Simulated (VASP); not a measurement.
# Sb (P6_3/mmc) in VASP: a series of runs, part 2 of 2

VASP 6.6.1.

## 6. Single point, PBE0

This run uses another cell than the first one, of 26.65 Å³/atom, 0.980 times its volume.

POSCAR

```
Sb
1.0
    3.3545324186      0.0000000000      0.0000000000
   -1.6772662093      2.9051102923      0.0000000000
    0.0000000000      0.0000000000      5.4701606500
Sb
2
Direct
    0.6666666667      0.3333333333      0.7500000000
    0.3333333333      0.6666666667      0.2500000000
```

INCAR.step1

```
SYSTEM = Sb
PREC = Accurate
ENCUT = 520
EDIFF = 1E-5
ISMEAR = -1
SIGMA = 0.05
LREAL = .FALSE.
LASPH = .TRUE.
NELM = 80
ALGO = Normal
ISIF = 2
LWAVE = .TRUE.
LCHARG = .FALSE.
GGA = PE
NBANDS = 12
```

INCAR.step2

```
SYSTEM = Sb
PREC = Accurate
ENCUT = 520
EDIFF = 1E-7
ISMEAR = -1
SIGMA = 0.05
LREAL = .FALSE.
LASPH = .TRUE.
NELM = 80
ALGO = Normal
ISIF = 2
LWAVE = .FALSE.
LCHARG = .FALSE.
GGA = PE
LHFCALC = .TRUE.
AEXX = 0.25
PRECFOCK = Normal
ISTART = 1
NBANDS = 12
```

KPOINTS

```
regular mesh
0
G
  5 5 3
  0 0 0
```

Potentials or basis: VASP PAW PBE potentials, release 64 (Sb).

On the command line:

```bash
cat potpaw_PBE.64/Sb/POTCAR > POTCAR
cp INCAR.step1 INCAR
mpirun -np 1 vasp_std > vasp.out
cp INCAR.step2 INCAR
mpirun -np 1 vasp_std > vasp.out
```

OUTCAR:

```text
SYSTEM = Sb
   PREC = Accurate
   ENCUT = 520
   EDIFF = 1E-7
   ISMEAR = -1
   LREAL = .FALSE.
   LASPH = .TRUE.
   NELM = 80
   ISIF = 2
   GGA = PE
   LHFCALC = .TRUE.
   AEXX = 0.25
   PRECFOCK = Normal
   ISTART = 1

 ion  position               nearest neighbor table
   1  0.667  0.333  0.750-   2 3.35   2 3.35   2 3.35   2 3.35   2 3.35   2 3.35
   2  0.333  0.667  0.250-   1 3.35   1 3.35   1 3.35   1 3.35   1 3.35   1 3.35

  LATTYP: Found a hexagonal cell.
 ALAT       =     3.3545324186
 C/A-ratio  =     1.6306775334

  Lattice vectors:

 A1 = (   3.3545324186,   0.0000000000,   0.0000000000)
 A2 = (  -1.6772662093,   2.9051102923,   0.0000000000)
 A3 = (   0.0000000000,   0.0000000000,   5.4701606500)

Analysis of symmetry for initial positions (statically):
=====================================================================
 Subroutine PRICEL returns:
 Original cell was already a primitive cell.

 Routine SETGRP: Setting up the symmetry group for a
 hexagonal supercell.

 Subroutine GETGRP returns: Found 24 space group operations
 (whereof 12 operations were pure point group operations)
 out of a pool of 24 trial point group operations.

The static configuration has the point symmetry D_3d.
 The point group associated with its full space group is D_6h.

Analysis of symmetry for dynamics (positions and initial velocities):
=====================================================================
 Subroutine PRICEL returns:
 Original cell was already a primitive cell.

 Routine SETGRP: Setting up the symmetry group for a
 hexagonal supercell.

 Subroutine GETGRP returns: Found 24 space group operations
 (whereof 12 operations were pure point group operations)
 out of a pool of 24 trial point group operations.

The dynamic configuration has the point symmetry D_3d.
 The point group associated with its full space group is D_6h.

 Subroutine INISYM returns: Found 24 space group operations
 (whereof 12 operations are pure point group operations),
 and found     1 'primitive' translations

----------------------------------------------------------------------------------------

                                     Primitive cell

  volume of cell :      53.3083

  direct lattice vectors                    reciprocal lattice vectors
     3.354532419  0.000000000  0.000000000     0.298104139  0.172110505  0.000000000
    -1.677266209  2.905110292  0.000000000     0.000000000  0.344221010  0.000000000
     0.000000000  0.000000000  5.470160650     0.000000000  0.000000000  0.182809987

  length of vectors
     3.354532419  3.354532419  5.470160650     0.344221010  0.344221010  0.182809987

  position of ions in fractional coordinates (direct lattice)
     0.666666667  0.333333333  0.750000000
     0.333333333  0.666666667  0.250000000

  ion indices of the primitive-cell ions
   primitive index   ion index
                 1           1
                 2           2

----------------------------------------------------------------------------------------

 KPOINTS: regular mesh

Automatic generation of k-mesh.
 Grid dimensions read from file:
[... 37 lines left out ...]
   ions per type =               2
   NGX,Y,Z   is equivalent  to a cutoff of  13.88, 13.88, 12.76 a.u.
   NGXF,Y,Z  is equivalent  to a cutoff of  27.75, 27.75, 25.53 a.u.
 SYSTEM =  Sb
   PREC   = accura    normal or accurate (medium, high low for compatibility)
   ISTART =      1    job   : 0-new  1-cont  2-samecut
   ICHARG =      0    charge: 1-file 2-atom 10-const
   ISPIN  =      1    spin polarized calculation?
   LNONCOLLINEAR =      F non collinear calculations
   LSORBIT =      F    spin-orbit coupling
   LASPH  =      T    aspherical Exc in radial PAW
   ENCUT  =  520.0 eV  38.22 Ry    6.18 a.u.   6.24  6.24 10.17*2*pi/ulx,y,z
   NELM   =     80;   NELMIN=  2; NELMDL=  0     # of ELM steps
   EDIFF  = 0.1E-06   stopping-criterion for ELM
   LREAL  =      F    real-space projection
   EDIFFG = 0.1E-05   stopping-criterion for IOM
   NSW    =      0    number of steps for IOM
   IBRION =     -1    ionic relax: 0-MD 1-quasi-New 2-CG
   NFREE  =      0    steps in history (QN), initial steepest desc. (CG)
   ISIF   =      2    stress and relaxation
   ISYM   =      3    0-nonsym 1-usesym 2-fastsym
   POTIM  = 0.5000    time-step for ionic-motion
   TEBEG  =    0.0;   TEEND  =   0.0 temperature during run
   PSTRESS=    0.0 pullay stress
   NELECT =      10.0000    total number of electrons
   NUPDOWN=      -1.0000    fix difference up-down
   EMIN   =  10.00;   EMAX   =-10.00  energy-range for DOS
   EFERMI =   0.00;   METHOD = LEGACY
   ISMEAR =    -1;   SIGMA  =   0.05  broadening in eV -4-tet -1-fermi 0-gaus
   EFERMI_NEDOS =   21; number of points for ismear=-14 and -15
   IALGO  =     38    algorithm
   IMIX   =      1    mixing-type and parameters
     AMIX     =   0.40;   BMIX     =  1.00
     AMIX_MAG =   1.60;   BMIX_MAG =  1.00
  volume/ion in A,a.u.               =      26.65       179.87
  Fermi-wavevector in a.u.,A,eV,Ry     =   0.937152  1.770960 11.949364  0.878253
  Thomas-Fermi vector in A             =   2.064234
   LORBIT       =      0    0 simple, 1 ext, 2 COOP (PROOUT), +10 PAW based schemes
   GGA     = PE    functional components
   LHFCALC =     T    Hartree Fock is set to
   PRECFOCK=normal    Normal, Fast or Accurate (Low or Medium for compatibility)
   ENCUT4O =  -1.0   cutoff for four orbital integrals eV
   NKREDX  =     1    reduce k-point grid by
   NKREDY  =     1    reduce k-point grid by
   NKREDZ  =     1    reduce k-point grid by
   AEXX    =    0.2500 exact exchange contribution
   HFSCREEN=    0.0000 screening length (either q_TF or 0.3 A-1)
   HFSCREENC=   0.0000 screening length for correlation (either q_TF or 0.3 A-1)
   ENCUTFOCK=  -1.0 apply spherical cutoff to Coloumb kernel
   IVDW    =     0    specifies the selected vdW correction
   LEPSILON=     F    determine dielectric tensor
   LRPA    =     F    only Hartree local field effects (RPA)
 non-spin polarized calculation
  energy-cutoff  :      520.00
  volume of cell :       53.31
 maximum number of plane-waves:      1454
 NGX is ok and might be reduce to    28
  NGX = 20; NGY = 20; NGZ = 32

 number of electron      10.0000000 magnetization

 Free energy of the ion-electron system (eV)
  ---------------------------------------------------
  ext. energy  EPLUGINS =         0.00000000
  ---------------------------------------------------
  free energy    TOTEN  =       -10.58286866 eV

  energy without entropy =      -10.58277634  energy(sigma->0) =      -10.58282250

 E-fermi :   8.4628     XC(G=0):  -8.1360

 val. band max:        8.0965821572   @ k =   0.4000   0.2000   0.0000
 cond. band min:       8.8633363264   @ k =   0.2000  -0.0000   0.3333
 fundamental gap:      0.7667541692
 Fermi energy:         8.4628304484

 k-point     1 :       0.0000    0.0000    0.0000
  band No.  band energies     occupation
      1      -6.4261      2.00000
      2      -2.1388      2.00000
      3       1.3856      2.00000
      4      13.0157      0.00000
      5      13.0157      0.00000
      6      14.8330      0.00000
      7      14.8330      0.00000
      8      15.1528      0.00000
      9      17.2547      0.00000
     10      18.5331      0.00000
     11      19.5542      0.00000
     12      19.5542      0.00000
[... 121 lines left out ...]
 k-point    10 :       0.4000    0.2000    0.3333
  band No.  band energies     occupation
      1      -1.3779      2.00000
      2      -0.6506      2.00000
      3       2.4610      2.00000
      4       3.3258      2.00000
      5       5.4550      2.00000
      6       7.1621      2.00000
      7      10.2816      0.00000
      8      11.6206      0.00000
      9      15.8892      0.00000
     10      17.8759      0.00000
     11      18.0541      0.00000
     12      18.7610      0.00000

------------------------ aborting loop because EDIFF is reached ----------------------------------------

  FORCE on cell =-STRESS in cart. coord.  units (eV):
  Direction    XX          YY          ZZ          XY          YZ          ZX
  --------------------------------------------------------------------------------------
  -------------------------------------------------------------------------------------
  Total       -1.7672968     -1.7672968      0.1790839      0.0000000      0.0000000      0.0000000
  in kB      -53.1160018    -53.1160018      5.3823555      0.0000000      0.0000000      0.0000000
  external PRESSURE =     -33.6165493 kB  Pullay stress =       0.0000000 kB

 VOLUME and BASIS-vectors are now :
 -----------------------------------------------------------------------------
  energy-cutoff  :      520.00
  volume of cell :       53.31
      direct lattice vectors                 reciprocal lattice vectors
     3.354532419  0.000000000  0.000000000     0.298104139  0.172110505  0.000000000
    -1.677266209  2.905110292  0.000000000     0.000000000  0.344221010  0.000000000
     0.000000000  0.000000000  5.470160650     0.000000000  0.000000000  0.182809987

 POSITION                                       TOTAL-FORCE (eV/Angst)
 -----------------------------------------------------------------------------------
      1.67727      0.96837      4.10262        -0.000000     -0.000000      0.000000
     -0.00000      1.93674      1.36754         0.000000      0.000000      0.000000
 -----------------------------------------------------------------------------------
    total drift:                                0.000000      0.000000     -0.000000

  FREE ENERGIE OF THE ION-ELECTRON SYSTEM (eV)
  ---------------------------------------------------
  free  energy   TOTEN  =       -10.5828686590 eV

  energy  without entropy=      -10.5827763365  energy(sigma->0) =      -10.58282250
```

Run time: 6.2 min. Hardware: 1 thread of Intel Xeon Platinum 8488C (Sapphire Rapids), shared host; peak memory 0.17 GiB.

Results:

```yaml
Free_energy: -10.5829 eV
Pressure: -3.4 GPa
Band_gap_on_the_k_mesh: zero (band 5 reaches 13.49 eV, above the bottom of band 6 at 6.17 eV)
```

Caveat: the k points lie up to 0.43 Å⁻¹ apart; the PAW data sets were made with another functional, which shifts forces and pressure a little; spin-orbit coupling is left out, which moves the levels of the heavy elements.

## 7. The runs side by side

| level | potentials or basis | cell | k mesh | grid for exact exchange (PRECFOCK) | screening parameter | gap on the mesh (eV) | pressure (GPa) |
| --- | --- | --- | --- | --- | --- | --- | --- |
| PBEsol | VASP PAW PBE potentials, release 64 (Sb) | a = 3.377, b = 3.377, c = 5.506 Å, angles 90.0, 90.0, 120.0°, 2 atoms | 9 × 9 × 5 | - | - | none | -2.8 |
| LDA | VASP PAW LDA potentials, release 64 (Sb) | a = 3.355, b = 3.355, c = 5.470 Å, angles 90.0, 90.0, 120.0°, 2 atoms | 5 × 5 × 3 | - | - | none | -3.6 |
| PBEsol | VASP PAW PBE potentials, release 64 (Sb) | a = 3.355, b = 3.355, c = 5.470 Å, angles 90.0, 90.0, 120.0°, 2 atoms | 5 × 5 × 3 | - | - | none | -2.6 |
| HSE06 | VASP PAW PBE potentials, release 64 (Sb) | a = 3.355, b = 3.355, c = 5.470 Å, angles 90.0, 90.0, 120.0°, 2 atoms | 5 × 5 × 3 | Normal | 0.2079 1/Å | none | -2.9 |
| PBE0 | VASP PAW PBE potentials, release 64 (Sb) | a = 3.355, b = 3.355, c = 5.470 Å, angles 90.0, 90.0, 120.0°, 2 atoms | 5 × 5 × 3 | Normal | - | none | -3.4 |

Alike in all rows: task single point; no spin polarisation; cutoff (eV) 520; smearing fermi-dirac 0.05 eV.

Caveats: some runs use coarse meshes; spin-orbit coupling is left out, which moves the levels of the heavy elements; the PAW data sets were made with another functional, which shifts forces and pressure a little (some runs).

Absolute energies hang on the potentials; compare differences alone.
